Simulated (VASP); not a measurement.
A run of VASP 6.6.1 is set up as follows.

Contents of INCAR:

```
SYSTEM = C12F
ALGO = Normal
DIPOL = 0.5 0.5 0.326
EDIFF = 1E-6
ENCUT = 520
GGA = PE
IDIPOL = 3
ISIF = 2
ISMEAR = 0
LASPH = .TRUE.
LCHARG = .FALSE.
LDIPOL = .TRUE.
LREAL = .FALSE.
LWAVE = .FALSE.
NBANDS = 40
NELM = 60
PREC = Accurate
SIGMA = 0.1
```

File KPOINTS:

```
k-points
0
G
  6 3 1
  0 0 0
```

POSCAR

```
C12F
1.0
    4.9326910638      0.0000000000      0.0000000000
   -1.2331727659      8.7858796652      0.0000000000
    0.0000000000      0.0000000000     20.2907138818
C F
12 1
Direct
    0.0197005045      0.0788020181      0.1971345130
    0.5197005045      0.0788020181      0.1971345130
    0.2746256306      0.0985025226      0.2311704222
    0.7746256306      0.0985025226      0.2311704222
    0.2844758829      0.1379035317      0.2992422405
    0.7844758829      0.1379035317      0.2992422405
    0.0392966979      0.1571967124      0.3324023561
    0.5392966979      0.1571967124      0.3324023561
    0.0496769462      0.1987212371      0.4035397332
    0.5496769462      0.1987212371      0.4035397332
    0.3040736101      0.2163107364      0.4332382751
    0.8040736101      0.2163107364      0.4332382751
    0.3040736101      0.4663107364      0.4480708210
```

Potentials or basis: VASP PAW PBE potentials, release 64 (C, F).

The run is started by

```sh
$ cat potpaw_PBE.64/C/POTCAR potpaw_PBE.64/F/POTCAR > POTCAR
$ mpirun -np 1 vasp_std > vasp.out
```

Estimate the largest force.

3.414 eV/Å.

Estimate the band gap on the k mesh.

zero (an odd number of electrons rules out a gap without spin polarisation).

Forces in eV/Å, atoms in the order of the input:
```
C   -0.078  0.527  1.839
C    0.079  0.494  1.847
C    0.008 -0.914 -3.289
C   -0.013 -0.791 -3.127
C    0.027  0.406  1.421
C   -0.017  0.307  1.446
C   -0.108 -0.185  0.468
C    0.049 -0.138  0.329
C   -0.572  0.113  0.157
C    0.611  0.349  0.408
C   -0.395  2.131 -0.548
C    0.049 -0.208 -0.960
F    0.361 -2.092  0.009
```

Caveat: an odd number of electrons without spin polarisation forces a metal; a magnetic or distorted state may lie lower.
